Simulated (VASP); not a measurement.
# Rh (Fd-3m) in VASP: notebook

Runs on Rh. Level: PBE. Tasks: single point.

Program: VASP 6.6.1. These are calculated values, not measurements. Logs are shortened: lines on timing, memory, paths and dates and some standing lists are left out, and cuts for length are marked.

## Step 1: The cell of the first run

It takes space group Fd-3m (No. 227, cubic). The conventional cell has a = 5.477 Å, b = 5.477 Å, c = 5.477 Å, α = 90.00°, β = 90.00°, γ = 90.00°. Rh (site symmetry -43m) has 4 Rh at 2.37 Å within 3.1 Å.

This isn't the form of Rh at room conditions, which is fcc.

## Step 2: Single point, PBE

The input, INCAR:

```
SYSTEM = Rh
PREC = Accurate ; ENCUT = 520
EDIFF = 1E-7 ; ISMEAR = -1
SIGMA = 0.06122561905347299 ; LREAL = .False.
LASPH = .True. ; NELM = 100
ALGO = Normal ; ISIF = 2
LWAVE = .False. ; LCHARG = .False.
GGA = PE ; NBANDS = 22
```

The input, KPOINTS:

```
regular mesh
0
Gamma
  17 17 17
  0 0 0
```

The input, POSCAR:

```
Rh
1.0
    0.0000000000      2.7386501867      2.7386501867
    2.7386501867      0.0000000000      2.7386501867
    2.7386501867      2.7386501867      0.0000000000
Rh
2
Direct
    0.0000000000      0.0000000000      0.0000000000
    0.2500000000      0.2500000000      0.2500000000
```

Potentials or basis: VASP PAW PBE potentials, release 64 (Rh_pv).

Command:

```
$ cat potpaw_PBE.64/Rh_pv/POTCAR > POTCAR
$ mpirun -np 1 vasp_std > vasp.out
```

OUTCAR:

```text
SYSTEM = Rh
   PREC = Accurate
   ENCUT = 520
   EDIFF = 1E-7
   ISMEAR = -1
   LREAL = .False.
   LASPH = .True.
   NELM = 100
   ISIF = 2
   GGA = PE

 ion  position               nearest neighbor table
   1  0.000  0.000  0.000-   2 2.37   2 2.37   2 2.37   2 2.37
   2  0.250  0.250  0.250-   1 2.37   1 2.37   1 2.37   1 2.37

  LATTYP: Found a face centered cubic cell.
 ALAT       =     5.4773003734

  Lattice vectors:

 A1 = (   0.0000000000,   2.7386501867,   2.7386501867)
 A2 = (   2.7386501867,   0.0000000000,   2.7386501867)
 A3 = (   2.7386501867,   2.7386501867,   0.0000000000)

Analysis of symmetry for initial positions (statically):
=====================================================================
 Subroutine PRICEL returns:
 Original cell was already a primitive cell.

 Routine SETGRP: Setting up the symmetry group for a
 face centered cubic supercell.

 Subroutine GETGRP returns: Found 48 space group operations
 (whereof 24 operations were pure point group operations)
 out of a pool of 48 trial point group operations.

The static configuration has the point symmetry T_d .
 The point group associated with its full space group is O_h .

Analysis of symmetry for dynamics (positions and initial velocities):
=====================================================================
 Subroutine PRICEL returns:
 Original cell was already a primitive cell.

 Routine SETGRP: Setting up the symmetry group for a
 face centered cubic supercell.

 Subroutine GETGRP returns: Found 48 space group operations
 (whereof 24 operations were pure point group operations)
 out of a pool of 48 trial point group operations.

The dynamic configuration has the point symmetry T_d .
 The point group associated with its full space group is O_h .

 Subroutine INISYM returns: Found 48 space group operations
 (whereof 24 operations are pure point group operations),
 and found     1 'primitive' translations

----------------------------------------------------------------------------------------

                                     Primitive cell

  volume of cell :      41.0809

  direct lattice vectors                    reciprocal lattice vectors
     0.000000000  2.738650187  2.738650187    -0.182571693  0.182571693  0.182571693
     2.738650187  0.000000000  2.738650187     0.182571693 -0.182571693  0.182571693
     2.738650187  2.738650187  0.000000000     0.182571693  0.182571693 -0.182571693

  length of vectors
     3.873036237  3.873036237  3.873036237     0.316223448  0.316223448  0.316223448

  position of ions in fractional coordinates (direct lattice)
     0.000000000  0.000000000  0.000000000
     0.250000000  0.250000000  0.250000000

  ion indices of the primitive-cell ions
   primitive index   ion index
                 1           1
                 2           2

----------------------------------------------------------------------------------------

 KPOINTS: regular mesh

Automatic generation of k-mesh.
 Grid dimensions read from file:
 generate k-points for:   17   17   17

 Generating k-lattice:

  Cartesian coordinates                     Fractional coordinates (reciprocal lattice)
    -0.010739511  0.010739511  0.010739511     0.058823529  0.000000000  0.000000000
     0.010739511 -0.010739511  0.010739511     0.000000000  0.058823529  0.000000000
     0.010739511  0.010739511 -0.010739511     0.000000000  0.000000000  0.058823529

  Length of vectors
     0.018601379  0.018601379  0.018601379

  Shift w.r.t. Gamma in fractional coordinates (k-lattice)
     0.000000000  0.000000000  0.000000000

 Subroutine IBZKPT returns following result:
 ===========================================

 Found    165 irreducible k-points:

 Following reciprocal coordinates:
            Coordinates               Weight
  0.000000  0.000000  0.000000      1.000000
  0.058824  0.000000  0.000000      8.000000
  0.117647  0.000000  0.000000      8.000000
  0.176471  0.000000  0.000000      8.000000
  0.235294  0.000000  0.000000      8.000000
  0.294118  0.000000  0.000000      8.000000
[... 16 lines left out ...]
 -0.176471  0.058824  0.000000     24.000000
 -0.117647  0.058824  0.000000     24.000000
 [... further k-points ...]
   k-points           NKPTS =    165   k-points in BZ     NKDIM =    165   number of bands    NBANDS=     22
   number of dos      NEDOS =    301   number of ions     NIONS =      2
   total plane-waves  NPLWV =  27000
   dimension x,y,z NGX =    30 NGY =   30 NGZ =   30
   dimension x,y,z NGXF=    60 NGYF=   60 NGZF=   60
   ions per type =               2
   NGX,Y,Z   is equivalent  to a cutoff of  12.88, 12.88, 12.88 a.u.
   NGXF,Y,Z  is equivalent  to a cutoff of  25.75, 25.75, 25.75 a.u.
 SYSTEM =  Rh
   PREC   = accura    normal or accurate (medium, high low for compatibility)
   ISTART =      0    job   : 0-new  1-cont  2-samecut
   ICHARG =      2    charge: 1-file 2-atom 10-const
   ISPIN  =      1    spin polarized calculation?
   LNONCOLLINEAR =      F non collinear calculations
   LSORBIT =      F    spin-orbit coupling
   LASPH  =      T    aspherical Exc in radial PAW
   ENCUT  =  520.0 eV  38.22 Ry    6.18 a.u.   7.20  7.20  7.20*2*pi/ulx,y,z
   NELM   =    100;   NELMIN=  2; NELMDL= -5     # of ELM steps
   EDIFF  = 0.1E-06   stopping-criterion for ELM
   LREAL  =      F    real-space projection
   EDIFFG = 0.1E-05   stopping-criterion for IOM
   NSW    =      0    number of steps for IOM
   IBRION =     -1    ionic relax: 0-MD 1-quasi-New 2-CG
   NFREE  =      0    steps in history (QN), initial steepest desc. (CG)
   ISIF   =      2    stress and relaxation
   ISYM   =      2    0-nonsym 1-usesym 2-fastsym
   POTIM  = 0.5000    time-step for ionic-motion
   TEBEG  =    0.0;   TEEND  =   0.0 temperature during run
   PSTRESS=    0.0 pullay stress
   NELECT =      30.0000    total number of electrons
   NUPDOWN=      -1.0000    fix difference up-down
   EMIN   =  10.00;   EMAX   =-10.00  energy-range for DOS
   EFERMI =   0.00;   METHOD = LEGACY
   ISMEAR =    -1;   SIGMA  =   0.06  broadening in eV -4-tet -1-fermi 0-gaus
   EFERMI_NEDOS =   21; number of points for ismear=-14 and -15
   IALGO  =     38    algorithm
   IMIX   =      4    mixing-type and parameters
     AMIX     =   0.40;   BMIX     =  1.00
     AMIX_MAG =   1.60;   BMIX_MAG =  1.00
  volume/ion in A,a.u.               =      20.54       138.61
  Fermi-wavevector in a.u.,A,eV,Ry     =   1.474242  2.785913 29.570747  2.173389
  Thomas-Fermi vector in A             =   2.589037
   LORBIT       =      0    0 simple, 1 ext, 2 COOP (PROOUT), +10 PAW based schemes
   GGA     = PE    functional components
   LHFCALC =     F    Hartree Fock is set to
   AEXX    =    0.0000 exact exchange contribution
   IVDW    =     0    specifies the selected vdW correction
   LEPSILON=     F    determine dielectric tensor
   LRPA    =     F    only Hartree local field effects (RPA)
 non-spin polarized calculation
  energy-cutoff  :      520.00
  volume of cell :       41.08
 maximum number of plane-waves:      1123
 NGX is ok and might be reduce to    30
   NGX = 15   NGY = 15   NGZ = 15

 number of electron      30.0000007 magnetization

 Free energy of the ion-electron system (eV)
  ---------------------------------------------------
  ext. energy  EPLUGINS =         0.00000000
  ---------------------------------------------------
  free energy    TOTEN  =       -12.31114059 eV

  energy without entropy =      -12.26984601  energy(sigma->0) =      -12.29049330

 E-fermi :   6.5980     XC(G=0): -11.2225

 val. band max:        6.5953193457   @ k =  -0.2353   0.2941   0.1176
 cond. band min:       6.5992589143   @ k =  -0.4118   0.0588   0.0000
 fundamental gap:      0.0039395685
 Fermi energy:         6.5979830536

 k-point     1 :       0.0000    0.0000    0.0000
  band No.  band energies     occupation
      1     -40.5767      2.00000
      2     -40.5767      2.00000
      3     -40.5767      2.00000
      4     -39.9327      2.00000
      5     -39.9327      2.00000
      6     -39.9327      2.00000
[... 14 lines left out ...]
     21      19.4033      0.00000
     22      19.5929      0.00000

 k-point     2 :       0.0588    0.0000    0.0000
  band No.  band energies     occupation
      1     -40.5792      2.00000
      2     -40.5792      2.00000
      3     -40.5760      2.00000
      4     -39.9337      2.00000
      5     -39.9302      2.00000
      6     -39.9302      2.00000
[... 14 lines left out ...]
     21      19.1031      0.00000
     22      19.8671      0.00000

 k-point     3 :       0.1176    0.0000    0.0000
  band No.  band energies     occupation
      1     -40.5862      2.00000
      2     -40.5862      2.00000
      3     -40.5740      2.00000
      4     -39.9365      2.00000
      5     -39.9229      2.00000
      6     -39.9229      2.00000
[... 14 lines left out ...]
     21      18.5685      0.00000
     22      20.2861      0.00000

 k-point     4 :       0.1765    0.0000    0.0000
  band No.  band energies     occupation
      1     -40.5966      2.00000
      2     -40.5966      2.00000
      3     -40.5709      2.00000
      4     -39.9406      2.00000
      5     -39.9122      2.00000
      6     -39.9122      2.00000
[... 14 lines left out ...]
     21      18.0548      0.00000
     22      20.6268      0.00000

 k-point     5 :       0.2353    0.0000    0.0000
  band No.  band energies     occupation
      1     -40.6087      2.00000
      2     -40.6087      2.00000
      3     -40.5673      2.00000
      4     -39.9456      2.00000
      5     -39.8998      2.00000
      6     -39.8998      2.00000
[... 417 lines left out ...]
 k-point    22 :      -0.2353    0.0588    0.0000
  band No.  band energies     occupation
      1     -40.6263      2.00000
      2     -40.6100      2.00000
      3     -40.5561      2.00000
      4     -39.9569      2.00000
      5     -39.8984      2.00000
      6     -39.8823      2.00000
[... 14 lines left out ...]
     21      17.8900      0.00000
     22      20.1679      0.00000

 k-point    23 :      -0.1765    0.0588    0.0000
  band No.  band energies     occupation
      1     -40.6127      2.00000
      2     -40.5980      2.00000
      3     -40.5620      2.00000
      4     -39.9499      2.00000
      5     -39.9108      2.00000
      6     -39.8961      2.00000
[... 14 lines left out ...]
     21      18.5767      0.00000
     22      20.2578      0.00000

 k-point    24 :      -0.1176    0.0588    0.0000
  band No.  band energies     occupation
      1     -40.5993      2.00000
      2     -40.5879      2.00000
      3     -40.5676      2.00000
      4     -39.9434      2.00000
      5     -39.9212      2.00000
      6     -39.9097      2.00000
[... 14 lines left out ...]
     21      19.1987      0.00000
     22      19.9427      0.00000

 [... further k-points ...]
[... 5 lines left out ...]
  --------------------------------------------------------------------------------------
  -------------------------------------------------------------------------------------
  Total        0.7138113      0.7138113      0.7138113     -0.0000000      0.0000000      0.0000000
  in kB       27.8390429     27.8390429     27.8390429     -0.0000000      0.0000000      0.0000000
  external PRESSURE =      27.8390429 kB  Pullay stress =       0.0000000 kB

 VOLUME and BASIS-vectors are now :
 -----------------------------------------------------------------------------
  energy-cutoff  :      520.00
  volume of cell :       41.08
      direct lattice vectors                 reciprocal lattice vectors
     0.000000000  2.738650187  2.738650187    -0.182571693  0.182571693  0.182571693
     2.738650187  0.000000000  2.738650187     0.182571693 -0.182571693  0.182571693
     2.738650187  2.738650187  0.000000000     0.182571693  0.182571693 -0.182571693

 POSITION                                       TOTAL-FORCE (eV/Angst)
 -----------------------------------------------------------------------------------
      0.00000      0.00000      0.00000         0.000000     -0.000000     -0.000000
      1.36933      1.36933      1.36933        -0.000000      0.000000      0.000000
 -----------------------------------------------------------------------------------
    total drift:                                0.000000     -0.000000      0.000000

  FREE ENERGIE OF THE ION-ELECTRON SYSTEM (eV)
  ---------------------------------------------------
  free  energy   TOTEN  =       -12.3111405894 eV

  energy  without entropy=      -12.2698460104  energy(sigma->0) =      -12.29049330
```

Wall time 3.2 min (1 thread of Intel Xeon 8259CL, shared host); peak memory 0.25 GiB.

Results:

```
Free energy            : -12.3111 eV
Pressure               : 2.8 GPa
Band gap on the k mesh : zero (bands 15 and 16 overlap by 1.26 eV)
```

## Step 3: Single point, PBE

This run uses another cell than the first one, of 20.96 Å³/atom.

The input, INCAR:

```
PREC     = Accurate       # precision mode
ENCUT    = 520            # plane-wave cutoff, eV
EDIFF    = 1E-7           # SCF threshold, eV
ISMEAR   = -1             # smearing method
SIGMA    = 0.06122561905347299 # smearing width, eV
LREAL    = F              # projectors in reciprocal space
LASPH    = T              # aspherical terms in the spheres
NELM     = 80             # most SCF steps
ALGO     = Normal         # electronic algorithm
ISIF     = 2              # what is computed and relaxed
LWAVE    = F              # write WAVECAR
LCHARG   = F              # write CHGCAR
GGA      = PE             # functional
NBANDS   = 22             # bands
```

The input, KPOINTS:

```
regular mesh
0
Gamma
  17 17 17
```

The input, POSCAR:

```
Rh
1.0
    0.0000000000      2.7571551412      2.7571551412
    2.7571551412      0.0000000000      2.7571551412
    2.7571551412      2.7571551412      0.0000000000
Rh
2
Direct
    0.0000000000      0.0000000000      0.0000000000
    0.2500000000      0.2500000000      0.2500000000
```

Potentials or basis: VASP PAW PBE potentials, release 64 (Rh_pv).

Command:

```
$ cat potpaw_PBE.64/Rh_pv/POTCAR > POTCAR
$ mpirun -np 1 vasp_std > vasp.out
```

Wall time 3.5 min (1 thread of Intel Xeon 8259CL, shared host); peak memory 0.25 GiB.

The run converged. Its results:

```yaml
Free_energy: -12.3188 eV
Pressure: 0.0 GPa
Band_gap_on_the_k_mesh: zero (bands 15 and 16 overlap by 1.22 eV)
```

Levels at points of the mesh, in eV from the Fermi level:
```
           k point  band 11  band 12  band 13  band 14  band 15  band 16  band 17  band 18  band 19  band 20
(0.00, 0.00, 0.00)    -3.88    -3.88    -1.43    -1.43    -1.43     0.36     0.36    12.51    12.69    12.69
```
